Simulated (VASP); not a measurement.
Wanted: the native input for a VASP 6.6.1 run.

| Property | Result |
| --- | --- |
| Task | single point |
| Functional | PBE |
| Potentials or basis | VASP PAW PBE potentials, release 64 (Sr_sv, S, O) |
| Cutoff | 520 eV |
| k mesh | 1 × 1 × 1 |
| Occupations | methfessel-paxton, width 0.1 eV |
| Spin | collinear spin, ferromagnetic start |
| Starting moments | [0.0, 0.0, 5.0, 0.0] μB |
| Dipole correction | no |
| Further INCAR settings | ALGO = Normal; EDIFF = 1e-06; NBANDS = 28 |

The structure of Sr2SO lies in POSCAR:

```
Sr2SO
1.0
    4.1737531572      0.0000000000      0.0000000000
    0.0000000000      4.1737531572      0.0000000000
    0.0000000000      0.0000000000      5.9025777002
Sr S O
2 1 1
Direct
    0.0000000000      0.0000000000      0.0000000000
    0.5000000000      0.5000000000      0.5000000000
    0.0000000000      0.0000000000      0.5000000000
    0.5000000000      0.5000000000      0.0000000000
```

The input as run:

INCAR

```
SYSTEM = Sr2SO
PREC     = Accurate       ! precision mode
ENCUT    = 520            ! plane-wave cutoff, eV
EDIFF    = 1E-6           ! SCF threshold, eV
ISMEAR   = 1              ! smearing method
SIGMA    = 0.1            ! smearing width, eV
LREAL    = .False.        ! projectors in reciprocal space
LASPH    = .True.         ! aspherical terms in the spheres
NELM     = 150            ! most SCF steps
ALGO     = Normal         ! electronic algorithm
ISIF     = 2              ! what is computed and relaxed
LWAVE    = .False.        ! write WAVECAR
LCHARG   = .False.        ! write CHGCAR
ISPIN    = 2              ! spin polarisation
MAGMOM   = 0 0 5 0        ! initial moments
LORBIT   = 11             ! projections on sites
GGA      = PE             ! functional
NBANDS   = 28             ! bands
```

KPOINTS

```
regular mesh
0
Gamma
  1 1 1
  0 0 0
```

Potentials or basis: VASP PAW PBE potentials, release 64 (Sr_sv, S, O).

Launch:

```bash
$ cat potpaw_PBE.64/Sr_sv/POTCAR potpaw_PBE.64/S/POTCAR potpaw_PBE.64/O/POTCAR > POTCAR
$ mpirun -np 1 vasp_gam > vasp.out
```

Results of the run:

```yaml
Pressure: 11.7 GPa
Band_gap_on_the_k_mesh: 0.71 eV
Net_moment: -0.07 μB per cell
Site_moments: Sr -0.00, +0.00; S -0.00; O -0.05 μB
Valence_electrons_inside_the_program's_atomic_spheres: Sr 7.86, 7.89; S 3.98; O 4.96
```

Caveat: the k points lie up to 1.51 Å⁻¹ apart.

It took 20 s on 1 thread of Intel Xeon 6975P-C, with other jobs on the host, peak memory 0.24 GiB.
